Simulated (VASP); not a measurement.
# Al2Cu (P1) in VASP: single point with LDA

Aim: the single point of Al2Cu with LDA.

Program: VASP 6.6.1. These are calculated values, not measurements. Logs are shortened: lines on timing, memory, paths and dates and some standing lists are left out, and cuts for length are marked.

**1. The cell of the first run**

The typed cell holds 6 atoms: a = 4.829 Å, b = 4.829 Å, c = 4.829 Å, α = 104.21°, β = 104.21°, γ = 120.59°.

**2. Single point, LDA (atoms moved at random)**

Input file INCAR:

```
PREC = Accurate
ENCUT = 520
EDIFF = 1E-6
ISMEAR = 0
SIGMA = 0.15
LREAL = False
LASPH = True
NELM = 80
ALGO = Fast
ISIF = 2
LWAVE = False
LCHARG = True
GGA = CA
LELF = True
LVHAR = True
NBANDS = 26
```

Input file KPOINTS:

```
regular mesh
0
Gamma
  10 10 10
```

Input file POSCAR:

```
Al2Cu
1.0
   -2.9660863797      2.9660863797      2.3929504194
    2.9660863797     -2.9660863797      2.3929504194
    2.9660863797      2.9660863797     -2.3929504194
Al Cu
4 2
Direct
    0.1341288269      0.7057662567      0.7820558790
    0.6982840092      0.8559413660      0.4654921534
    0.7900345329      0.3069949304      0.1803149246
    0.3434194941      0.1394447294      0.4921481572
    0.8670529228      0.8746488010      0.1091026245
    0.1670802140      0.1172039165     -0.0291137387
```

Potentials or basis: VASP PAW LDA potentials, release 64 (Al, Cu).

Command:

```bash
$ cat potpaw_LDA.64/Al/POTCAR potpaw_LDA.64/Cu/POTCAR > POTCAR
$ mpirun -np 1 vasp_std > vasp.out
```

OUTCAR:

```text
PREC = Accurate
   ENCUT = 520
   EDIFF = 1E-6
   ISMEAR = 0
   LREAL = False
   LASPH = True
   NELM = 80
   ISIF = 2
   GGA = CA

 ion  position               nearest neighbor table
   1  0.134  0.706  0.782-   6 1.88   5 2.50   3 2.56   3 2.66   4 2.71   2 2.79   4 2.98   5 3.06
                             4 3.13   2 3.19   3 3.21   2 3.30   2 3.35
   2  0.698  0.856  0.465-   5 2.08   6 2.35   4 2.64   4 2.69   3 2.76   1 2.79   6 2.92   3 2.97
                             5 2.98   4 3.04   1 3.19   1 3.30   1 3.35
   3  0.790  0.307  0.180-   5 2.26   6 2.48   1 2.56   1 2.66   5 2.69   6 2.71   2 2.76   4 2.83
                             2 2.97   4 3.11   4 3.12   1 3.21   4 3.30
   4  0.343  0.139  0.492-   5 2.03   6 2.41   2 2.64   6 2.66   2 2.69   1 2.71   3 2.83   1 2.98
                             2 3.04   3 3.11   3 3.12   1 3.13   3 3.30
   5  0.867  0.875  0.109-   6 1.75   4 2.03   2 2.08   3 2.26   1 2.50   3 2.69   2 2.98   1 3.06

   6  0.167  0.117  0.971-   5 1.75   1 1.88   2 2.35   4 2.41   3 2.48   4 2.66   3 2.71   2 2.92

  LATTYP: Found a body centered tetragonal cell.
 ALAT       =     5.9321727594
 C/A-ratio  =     0.8067703071

  Lattice vectors:

 A1 = (  -2.9660863797,   2.9660863797,   2.3929504194)
 A2 = (   2.9660863797,  -2.9660863797,   2.3929504194)
 A3 = (   2.9660863797,   2.9660863797,  -2.3929504194)

Analysis of symmetry for initial positions (statically):
=====================================================================
 Subroutine PRICEL returns:
 Original cell was already a primitive cell.

 Routine SETGRP: Setting up the symmetry group for a
 body centered tetragonal supercell.

 Subroutine GETGRP returns: Found  1 space group operations
 (whereof  1 operations were pure point group operations)
 out of a pool of 16 trial point group operations.

The static configuration has the point symmetry C_1 .

Analysis of symmetry for dynamics (positions and initial velocities):
=====================================================================
 Subroutine PRICEL returns:
 Original cell was already a primitive cell.

 Routine SETGRP: Setting up the symmetry group for a
 body centered tetragonal supercell.

 Subroutine GETGRP returns: Found  1 space group operations
 (whereof  1 operations were pure point group operations)
 out of a pool of 16 trial point group operations.

The dynamic configuration has the point symmetry C_1 .

 Subroutine INISYM returns: Found  1 space group operations
 (whereof  1 operations are pure point group operations),
 and found     1 'primitive' translations
[... 107 lines left out ...]
   IBRION =     -1    ionic relax: 0-MD 1-quasi-New 2-CG
   NFREE  =      0    steps in history (QN), initial steepest desc. (CG)
   ISIF   =      2    stress and relaxation
   ISYM   =      2    0-nonsym 1-usesym 2-fastsym
   POTIM  = 0.5000    time-step for ionic-motion
   TEBEG  =    0.0;   TEEND  =   0.0 temperature during run
   PSTRESS=    0.0 pullay stress
   NELECT =      34.0000    total number of electrons
   NUPDOWN=      -1.0000    fix difference up-down
   EMIN   =  10.00;   EMAX   =-10.00  energy-range for DOS
   EFERMI =   0.00;   METHOD = LEGACY
   ISMEAR =     0;   SIGMA  =   0.15  broadening in eV -4-tet -1-fermi 0-gaus
   EFERMI_NEDOS =   21; number of points for ismear=-14 and -15
   IALGO  =     68    algorithm
   IMIX   =      4    mixing-type and parameters
     AMIX     =   0.40;   BMIX     =  1.00
     AMIX_MAG =   1.60;   BMIX_MAG =  1.00
  volume/ion in A,a.u.               =      14.03        94.71
  Fermi-wavevector in a.u.,A,eV,Ry     =   1.209987  2.286544 19.919862  1.464069
  Thomas-Fermi vector in A             =   2.345548
   LORBIT       =      0    0 simple, 1 ext, 2 COOP (PROOUT), +10 PAW based schemes
   GGA     = CA    functional components
   LHFCALC =     F    Hartree Fock is set to
   AEXX    =    0.0000 exact exchange contribution
   IVDW    =     0    specifies the selected vdW correction
   LEPSILON=     F    determine dielectric tensor
   LRPA    =     F    only Hartree local field effects (RPA)
 non-spin polarized calculation
 RMM-DIIS sequential band-by-band and
 Gauss-broadening in eV      SIGMA  =   0.15
  energy-cutoff  :      520.00
  volume of cell :       84.21
 maximum number of plane-waves:      2291
   NGX = 17   NGY = 17   NGZ = 17

 number of electron      34.0000000 magnetization

 Free energy of the ion-electron system (eV)
  ---------------------------------------------------
  ext. energy  EPLUGINS =         0.00000000
  ---------------------------------------------------
  free energy    TOTEN  =       -20.37229221 eV

  energy without entropy =      -20.35331004  energy(sigma->0) =      -20.36280113

 E-fermi :   8.4921     XC(G=0): -11.1822

 val. band max:        8.4909050061   @ k =  -0.2000   0.1000   0.3000
 cond. band min:       8.4938993677   @ k =  -0.3000   0.3000   0.1000
 fundamental gap:      0.0029943617
 Fermi energy:         8.4921264557

 k-point     1 :       0.0000    0.0000    0.0000
  band No.  band energies     occupation
      1      -2.8812      2.00000
      2       1.3797      2.00000
      3       1.5033      2.00000
      4       1.5595      2.00000
      5       2.0174      2.00000
      6       2.7718      2.00000
[... 685 lines left out ...]
     25      13.5135      0.00000
     26      16.0379      0.00000

 [... further k-points ...]

------------------------ aborting loop because EDIFF is reached ----------------------------------------

  FORCE on cell =-STRESS in cart. coord.  units (eV):
  Direction    XX          YY          ZZ          XY          YZ          ZX
  --------------------------------------------------------------------------------------
  -------------------------------------------------------------------------------------
  Total       19.8020551     11.8209877     26.6781197      0.7944722     -2.4957468     -6.3929617
  in kB      376.7554706    224.9070496    507.5800194     15.1156917    -47.4842755   -121.6329968
  external PRESSURE =     369.7475132 kB  Pullay stress =       0.0000000 kB

 VOLUME and BASIS-vectors are now :
 -----------------------------------------------------------------------------
  energy-cutoff  :      520.00
  volume of cell :       84.21
      direct lattice vectors                 reciprocal lattice vectors
    -2.966086380  2.966086380  2.392950419     0.000000000  0.168572299  0.208947079
     2.966086380 -2.966086380  2.392950419     0.168572299  0.000000000  0.208947079
     2.966086380  2.966086380 -2.392950419     0.168572299  0.168572299  0.000000000

 POSITION                                       TOTAL-FORCE (eV/Angst)
 -----------------------------------------------------------------------------------
      4.01517      0.62412      0.13841        -6.612594      3.056477     -2.837569
      1.84832      0.91306      2.60528         2.378690      0.250455     -2.771475
     -0.89791      1.96757      2.19365         0.400502     -0.793458      1.222562
      0.85475      2.06476     -0.02222         1.450227      3.891282      1.809725
      0.34614      0.30108      3.90673         0.449310     -2.238401    -14.122571
      2.73180      3.02767     -1.64300         1.933866     -4.166355     16.699327
 -----------------------------------------------------------------------------------
    total drift:                                0.000484      0.000894     -0.000762

  FREE ENERGIE OF THE ION-ELECTRON SYSTEM (eV)
  ---------------------------------------------------
  free  energy   TOTEN  =       -20.3722922127 eV

  energy  without entropy=      -20.3533100398  energy(sigma->0) =      -20.36280113
```

stdout:

```text
POSCAR found type information on POSCAR AlCu
 POSCAR found :  2 types and       6 ions
 scaLAPACK will be used
 LDA part: xc-table for (Slater(with rela. corr.)+CA(PZ))
 , standard interpolation
 POSCAR, INCAR and KPOINTS ok, starting setup
 FFT: planning ... GRIDC
 FFT: planning ... GRID_SOFT
 FFT: planning ... GRID
 WAVECAR not read
 entering main loop
```

Wall time 12 min (1 thread of Intel Xeon 6975P-C (Granite Rapids), shared host); peak memory 0.89 GiB.

Results:

| Quantity | Value |
| --- | --- |
| Free energy | -20.3723 eV |
| Pressure | 37.0 GPa |
| Largest force | 17.320 eV/Å |
| Band gap on the k mesh | zero (band 17 reaches 10.90 eV, above the bottom of band 18 at 7.34 eV) |

Forces in eV/Å, atoms in the order of the input:
```
Al   -6.613   3.056  -2.838
Al    2.379   0.250  -2.771
Al    0.401  -0.793   1.223
Al    1.450   3.891   1.810
Cu    0.449  -2.238 -14.123
Cu    1.934  -4.166  16.699
```

Caveat: the cell differs from its parent crystal (atoms moved at random); forces of over 1 eV/Å act on the atoms, so gaps and moduli don't describe the material at rest.
